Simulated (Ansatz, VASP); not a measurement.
## Bi: VASP beside Ansatz

INCAR

```
SYSTEM = Bi
  ALGO = Normal
  DIPOL = 0.5 0.5 0.500
  EDIFF = 1E-7
  ENCUT = 520
  GGA = CA
  IDIPOL = 3
  ISIF = 2
  ISMEAR = 0
  LASPH = .TRUE.
  LCHARG = .FALSE.
  LDIPOL = .TRUE.
  LREAL = .FALSE.
  LWAVE = .FALSE.
  NBANDS = 22
  NELM = 60
  PREC = Accurate
  SIGMA = 0.02
```

Contents of KPOINTS:

```
k-points
0
G
  9 9 1
  0 0 0
```

POSCAR

```
Bi
1.0
    3.9450000000      0.0000000000      0.0000000000
   -1.9725000000      3.4164702179      0.0000000000
    0.0000000000      0.0000000000     28.0000000000
Bi
2
Direct
    0.3333333333      0.6666666667      0.5196964286
    0.6666666667      0.3333333333      0.4803035714
```

Input for Ansatz:

```yaml
crystal:
  lattice:
    - [3.945, 0.0, 0.0]
    - [-1.9725, 3.4164702179, 0.0]
    - [0.0, 0.0, 28.0]
  atoms:
    - { symbol: Bi, position: [0.3333333333, 0.6666666667, 0.5196964286] }
    - { symbol: Bi, position: [0.6666666667, 0.3333333333, 0.4803035714] }
  periodic: [true, true, false]
basis:
  ecutwfc: 420
kpoints:
  mp_grid: { grid: [9, 9, 1] }
hamiltonian:
  xc: lda
scf:
  occupations: { method: gaussian, width: 0.02 }
output:
  forces: true
  stress: true
  eigenvalues: true
  write_density: true
  write_potential: true
  elf: true
  volumetric_format: npy
```

Alike in both runs: task single point; functional LDA; k mesh 9 × 9 × 1; occupations gaussian, width 0.02 eV; no spin polarisation.

```csv
,VASP,Ansatz
version,VASP 6.6.1,Ansatz 0.2.0
potentials or method,"VASP PAW LDA potentials, release 64 (Bi_d), cutoff 520 eV","scalar-relativistic, plane waves, PAW"
valence electrons in the cell,30,30
```

|  | VASP | Ansatz | Ansatz less VASP |
| --- | --- | --- | --- |
| gap on the k mesh at the Fermi level (eV) | none | none | - |
| rms of the force components (eV/Å) | 5.202 | 5.150 | -0.0517 |

LDA's correlation is that of Perdew and Zunger in VASP and of Perdew and Wang (1992) in Ansatz. Atom by atom the forces differ by 0.052 eV/Å (rms over components). A gap of «none» marks a metal or a gap that the smearing closes. Ansatz's warnings: xc potential rough in thin density.

Spin-orbit coupling is off throughout.
